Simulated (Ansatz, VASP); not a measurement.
# Pb7Se8: VASP beside Ansatz

```
CELL_PARAMETERS angstrom
-6.10315 0.00000 6.10315
-6.10315 -6.10315 0.00000
0.00000 -6.10315 6.10315
ATOMIC_POSITIONS crystal
Pb 0.50000 0.00000 0.00000
Pb 0.50000 0.00000 0.50000
Pb 0.50000 0.50000 0.50000
Pb 0.00000 0.00000 0.00000
Pb 0.00000 0.50000 0.00000
Pb 0.00000 0.00000 0.50000
Pb 0.00000 0.50000 0.50000
Se 0.23906 0.76094 0.26094
Se 0.23906 0.23906 0.26094
Se 0.23906 0.76094 0.73906
Se 0.25000 0.25000 0.75000
Se 0.75000 0.75000 0.25000
Se 0.76094 0.23906 0.26094
Se 0.76094 0.76094 0.73906
Se 0.76094 0.23906 0.73906
```

Change from the starting cell: Pb vacancy after atom 1 has jumped, atoms relaxed.

Alike in both runs: functional PBEsol; k mesh 4 × 4 × 4; occupations gaussian, width 0.1 eV; no spin polarisation.

Ansatz relaxed the structure, and its values are those at the end. VASP's run is a single point on that final structure, the one shown.

|  | VASP | Ansatz |
| --- | --- | --- |
| version | VASP 6.6.1 | Ansatz 0.2.0 |
| potentials or method | VASP PAW PBE potentials, release 64 (Pb_d, Se), cutoff 520 eV | scalar-relativistic, plane waves, PAW |
| valence electrons in the cell | 146 | 226 |

```csv
,VASP,Ansatz,Ansatz less VASP
gap on the k mesh at the Fermi level (eV),none,none,-
pressure (GPa),-1.3,-1.3,+0.02
rms of the force components (eV/Å),0.005,0.003,-0.0028
```

VASP's potentials were made for PBE, not for PBEsol. A gap of «none» marks a metal or a gap that the smearing closes. The functional is the same, so the differences come from potentials, cutoffs and numerics. VASP's potentials hold 146 valence electrons a cell and Ansatz's 226, so a difference there can come from the potentials and not from the codes. Ansatz's warnings: stress scf threshold loose.

Neither program's run includes spin-orbit coupling.
